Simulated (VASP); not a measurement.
# Se in VASP: single point with PBEsol

Aim: the single point of Se with PBEsol.

Everything below comes from runs of VASP 6.6.1. Logs are shortened: lines on timing, memory, paths and dates and some standing lists are left out, and cuts for length are marked.

## 1. The cell of the first run

The cell holds a slab with vacuum, 2 atoms: a = 3.248 Å, b = 3.248 Å, c = 22.773 Å, α = 90.00°, β = 90.00°, γ = 120.00°.

## 2. Single point, PBEsol

INCAR

```
PREC = Accurate ; ENCUT = 500
EDIFF = 1E-6 ; ISMEAR = -1
SIGMA = 0.1 ; LREAL = False
LASPH = True ; NELM = 120
ALGO = Normal ; ISIF = 2
LWAVE = False ; LCHARG = True
GGA = PS ; LELF = True
LVHAR = True ; NBANDS = 13
GGA_COMPAT = False
```

KPOINTS

```
regular mesh
0
Gamma
  8 8 1
```

POSCAR

```
Se
1.0
    3.2478310000      0.0000000000      0.0000000000
   -1.6239150000      2.8127040000      0.0000000000
    0.0000000000      0.0000000000     22.7733830000
Se
2
Direct
    0.0000000000      0.0000000000      0.5253810000
    0.0000000000      0.0000000000      0.3772040000
```

Potentials or basis: VASP PAW PBE potentials, release 64 (Se).

On the command line:

```
cat potpaw_PBE.64/Se/POTCAR > POTCAR
mpirun -np 1 vasp_std > vasp.out
```

OUTCAR:

```text
PREC = Accurate
   ENCUT = 500
   EDIFF = 1E-6
   ISMEAR = -1
   LREAL = False
   LASPH = True
   NELM = 120
   ISIF = 2
   GGA = PS

 ion  position               nearest neighbor table
   1  0.000  0.000  0.525-
   2  0.000  0.000  0.377-

  LATTYP: Found a hexagonal cell.
 ALAT       =     3.2478310000
 C/A-ratio  =     7.0118743863

  Lattice vectors:

 A1 = (   3.2478310000,   0.0000000000,   0.0000000000)
 A2 = (  -1.6239150000,   2.8127040000,   0.0000000000)
 A3 = (   0.0000000000,   0.0000000000,  22.7733830000)

Analysis of symmetry for initial positions (statically):
=====================================================================
 Subroutine PRICEL returns:
 Original cell was already a primitive cell.

 Routine SETGRP: Setting up the symmetry group for a
 hexagonal supercell.

 Subroutine GETGRP returns: Found 24 space group operations
 (whereof 12 operations were pure point group operations)
 out of a pool of 24 trial point group operations.

The static configuration has the point symmetry C_6v.
 The point group associated with its full space group is D_6h.

Analysis of symmetry for dynamics (positions and initial velocities):
=====================================================================
 Subroutine PRICEL returns:
 Original cell was already a primitive cell.

 Routine SETGRP: Setting up the symmetry group for a
 hexagonal supercell.

 Subroutine GETGRP returns: Found 24 space group operations
 (whereof 12 operations were pure point group operations)
 out of a pool of 24 trial point group operations.

The dynamic configuration has the point symmetry C_6v.
 The point group associated with its full space group is D_6h.

 Subroutine INISYM returns: Found 24 space group operations
 (whereof 12 operations are pure point group operations),
 and found     1 'primitive' translations

----------------------------------------------------------------------------------------

                                     Primitive cell

  volume of cell :     208.0391

  direct lattice vectors                    reciprocal lattice vectors
     3.247831000  0.000000000  0.000000000     0.307897794  0.177764829  0.000000000
    -1.623915000  2.812704000  0.000000000     0.000000000  0.355529768  0.000000000
     0.000000000  0.000000000 22.773383000     0.000000000  0.000000000  0.043910911

  length of vectors
     3.247831000  3.247830617 22.773383000     0.355529726  0.355529768  0.043910911

  position of ions in fractional coordinates (direct lattice)
     0.000000000  0.000000000  0.525381000
     0.000000000  0.000000000  0.377204000

  ion indices of the primitive-cell ions
   primitive index   ion index
                 1           1
                 2           2

----------------------------------------------------------------------------------------

 KPOINTS: regular mesh

Automatic generation of k-mesh.
 Grid dimensions read from file:
 generate k-points for:    8    8    1

 Generating k-lattice:

  Cartesian coordinates                     Fractional coordinates (reciprocal lattice)
     0.038487224  0.022220604  0.000000000     0.125000000  0.000000000  0.000000000
     0.000000000  0.044441221  0.000000000     0.000000000  0.125000000  0.000000000
     0.000000000  0.000000000  0.043910911     0.000000000  0.000000000  1.000000000

  Length of vectors
     0.044441216  0.044441221  0.043910911

  Shift w.r.t. Gamma in fractional coordinates (k-lattice)
     0.000000000  0.000000000  0.000000000

 Subroutine IBZKPT returns following result:
 ===========================================

 Found     10 irreducible k-points:

 Following reciprocal coordinates:
            Coordinates               Weight
  0.000000  0.000000  0.000000      1.000000
  0.125000 -0.000000  0.000000      6.000000
  0.250000 -0.000000  0.000000      6.000000
  0.375000  0.000000  0.000000      6.000000
  0.500000 -0.000000  0.000000      3.000000
  0.125000  0.125000  0.000000      6.000000
  0.250000  0.125000  0.000000     12.000000
  0.375000  0.125000  0.000000     12.000000
  0.250000  0.250000  0.000000      6.000000
  0.375000  0.250000  0.000000      6.000000
   k-points           NKPTS =     10   k-points in BZ     NKDIM =     10   number of bands    NBANDS=     13
   number of dos      NEDOS =    301   number of ions     NIONS =      2
   total plane-waves  NPLWV =  96768
   dimension x,y,z NGX =    24 NGY =   24 NGZ =  168
   dimension x,y,z NGXF=    48 NGYF=   48 NGZF=  336
   ions per type =               2
   NGX,Y,Z   is equivalent  to a cutoff of  12.28, 12.28, 12.26 a.u.
   NGXF,Y,Z  is equivalent  to a cutoff of  24.57, 24.57, 24.53 a.u.
 SYSTEM =  unknown system
   PREC   = accura    normal or accurate (medium, high low for compatibility)
   ISTART =      0    job   : 0-new  1-cont  2-samecut
   ICHARG =      2    charge: 1-file 2-atom 10-const
   ISPIN  =      1    spin polarized calculation?
   LNONCOLLINEAR =      F non collinear calculations
   LSORBIT =      F    spin-orbit coupling
   LASPH  =      T    aspherical Exc in radial PAW
   ENCUT  =  500.0 eV  36.75 Ry    6.06 a.u.   5.92  5.92 41.52*2*pi/ulx,y,z
   NELM   =    120;   NELMIN=  2; NELMDL= -5     # of ELM steps
   EDIFF  = 0.1E-05   stopping-criterion for ELM
   LREAL  =      F    real-space projection
   EDIFFG = 0.1E-04   stopping-criterion for IOM
   NSW    =      0    number of steps for IOM
   IBRION =     -1    ionic relax: 0-MD 1-quasi-New 2-CG
   NFREE  =      0    steps in history (QN), initial steepest desc. (CG)
   ISIF   =      2    stress and relaxation
   ISYM   =      2    0-nonsym 1-usesym 2-fastsym
   POTIM  = 0.5000    time-step for ionic-motion
   TEBEG  =    0.0;   TEEND  =   0.0 temperature during run
   PSTRESS=    0.0 pullay stress
   NELECT =      12.0000    total number of electrons
   NUPDOWN=      -1.0000    fix difference up-down
   EMIN   =  10.00;   EMAX   =-10.00  energy-range for DOS
   EFERMI =   0.00;   METHOD = LEGACY
   ISMEAR =    -1;   SIGMA  =   0.10  broadening in eV -4-tet -1-fermi 0-gaus
   EFERMI_NEDOS =   21; number of points for ismear=-14 and -15
   IALGO  =     38    algorithm
   IMIX   =      4    mixing-type and parameters
     AMIX     =   0.40;   BMIX     =  1.00
     AMIX_MAG =   1.60;   BMIX_MAG =  1.00
  volume/ion in A,a.u.               =     104.02       701.96
  Fermi-wavevector in a.u.,A,eV,Ry     =   0.632538  1.195324  5.443757  0.400105
  Thomas-Fermi vector in A             =   1.695889
   LORBIT       =      0    0 simple, 1 ext, 2 COOP (PROOUT), +10 PAW based schemes
   GGA     = PS    functional components
   LHFCALC =     F    Hartree Fock is set to
   AEXX    =    0.0000 exact exchange contribution
   IVDW    =     0    specifies the selected vdW correction
   LEPSILON=     F    determine dielectric tensor
   LRPA    =     F    only Hartree local field effects (RPA)
 non-spin polarized calculation
  energy-cutoff  :      500.00
  volume of cell :      208.04
 maximum number of plane-waves:      5312
 NGX is ok and might be reduce to    24
   NGX = 11   NGY = 11   NGZ = 83

 number of electron      11.9999999 magnetization

 Free energy of the ion-electron system (eV)
  ---------------------------------------------------
  ext. energy  EPLUGINS =         0.00000000
  ---------------------------------------------------
  free energy    TOTEN  =        -5.52784690 eV

  energy without entropy =       -5.43577061  energy(sigma->0) =       -5.48180876

 E-fermi :  -3.7864     XC(G=0):  -3.0192

 val. band max:       -3.8616402195   @ k =   0.3750   0.1250   0.0000
 cond. band min:      -3.7315478621   @ k =   0.3750   0.0000   0.0000
 fundamental gap:      0.1300923575
 Fermi energy:        -3.7863581524

 k-point     1 :       0.0000    0.0000    0.0000
  band No.  band energies     occupation
      1     -17.1766      2.00000
      2     -16.8287      2.00000
      3      -6.9816      2.00000
      4      -5.0493      1.99999
      5      -1.7665      0.00000
      6      -1.7665      0.00000
      7      -1.5580      0.00000
      8      -1.5580      0.00000
      9       1.2502      0.00000
     10       1.7525      0.00000
     11       2.3161      0.00000
     12       3.2120      0.00000
     13       3.5614      0.00000

 k-point     2 :       0.1250   -0.0000    0.0000
  band No.  band energies     occupation
      1     -16.9871      2.00000
      2     -16.6422      2.00000
      3      -6.7763      2.00000
      4      -4.8635      1.99996
      5      -3.0347      0.00109
      6      -2.7480      0.00006
      7      -2.0438      0.00000
      8      -1.8240      0.00000
      9       1.5696      0.00000
     10       2.0340      0.00000
     11       2.6194      0.00000
     12       3.4985      0.00000
     13       3.8932      0.00000

 k-point     3 :       0.2500   -0.0000    0.0000
  band No.  band energies     occupation
      1     -16.4693      2.00000
      2     -16.1336      2.00000
      3      -6.2126      2.00000
      4      -5.2793      2.00000
      5      -4.9429      1.99998
      6      -4.3409      1.99222
      7      -2.6194      0.00002
      8      -2.3806      0.00000
      9       2.4226      0.00000
     10       2.8285      0.00000
     11       3.5051      0.00000
     12       4.3065      0.00000
     13       4.5051      0.00000
[... 81 lines left out ...]
 k-point     9 :       0.2500    0.2500    0.0000
  band No.  band energies     occupation
      1     -15.5281      2.00000
      2     -15.2143      2.00000
      3      -6.9876      2.00000
      4      -6.6003      2.00000
      5      -5.1546      2.00000
      6      -5.1489      2.00000
      7      -4.8015      1.99992
      8      -3.4517      0.06802
      9       3.0312      0.00000
     10       4.4672      0.00000
     11       4.8454      0.00000
     12       5.3883      0.00000
     13       5.8676      0.00000

 k-point    10 :       0.3750    0.2500    0.0000
  band No.  band energies     occupation
      1     -15.2861      2.00000
      2     -14.9795      2.00000
      3      -7.1869      2.00000
      4      -6.7927      2.00000
      5      -5.8227      2.00000
      6      -5.4579      2.00000
      7      -4.8775      1.99996
      8      -3.2276      0.00746
      9       2.8979      0.00000
     10       4.5148      0.00000
     11       5.0172      0.00000
     12       6.2883      0.00000
     13       6.3468      0.00000

------------------------ aborting loop because EDIFF is reached ----------------------------------------

  FORCE on cell =-STRESS in cart. coord.  units (eV):
  Direction    XX          YY          ZZ          XY          YZ          ZX
  --------------------------------------------------------------------------------------
  -------------------------------------------------------------------------------------
  Total       -5.7927764     -5.7927758     -2.1200132     -0.0000010      0.0000000     -0.0000000
  in kB      -44.6120671    -44.6120622    -16.3269153     -0.0000079      0.0000000     -0.0000000
  external PRESSURE =     -35.1836816 kB  Pullay stress =       0.0000000 kB

 VOLUME and BASIS-vectors are now :
 -----------------------------------------------------------------------------
  energy-cutoff  :      500.00
  volume of cell :      208.04
      direct lattice vectors                 reciprocal lattice vectors
     3.247831000  0.000000000  0.000000000     0.307897794  0.177764829  0.000000000
    -1.623915000  2.812704000  0.000000000     0.000000000  0.355529768  0.000000000
     0.000000000  0.000000000 22.773383000     0.000000000  0.000000000  0.043910911

 POSITION                                       TOTAL-FORCE (eV/Angst)
 -----------------------------------------------------------------------------------
      0.00000      0.00000     11.96470         0.000000      0.000000     -0.627846
      0.00000      0.00000      8.59021        -0.000000     -0.000000      0.627846
 -----------------------------------------------------------------------------------
    total drift:                               -0.000000     -0.000000      0.000002

  FREE ENERGIE OF THE ION-ELECTRON SYSTEM (eV)
  ---------------------------------------------------
  free  energy   TOTEN  =        -5.5278469007 eV

  energy  without entropy=       -5.4357706099  energy(sigma->0) =       -5.48180876
```

Run time: 16 s. Hardware: 1 thread of AMD EPYC 9R45 (Zen 5), shared host; peak memory 0.24 GiB.

What came out:

* Free energy: -5.5278 eV
* Largest force: 0.628 eV/Å
* Band gap on the k mesh: zero (bands 6 and 7 overlap by 3.11 eV)

Forces in eV/Å, atoms in the order of the input:
```
Se   0.000  0.000 -0.628
Se   0.000  0.000  0.628
```

Caveat: the PAW data sets were made with another functional, which shifts forces and pressure a little.
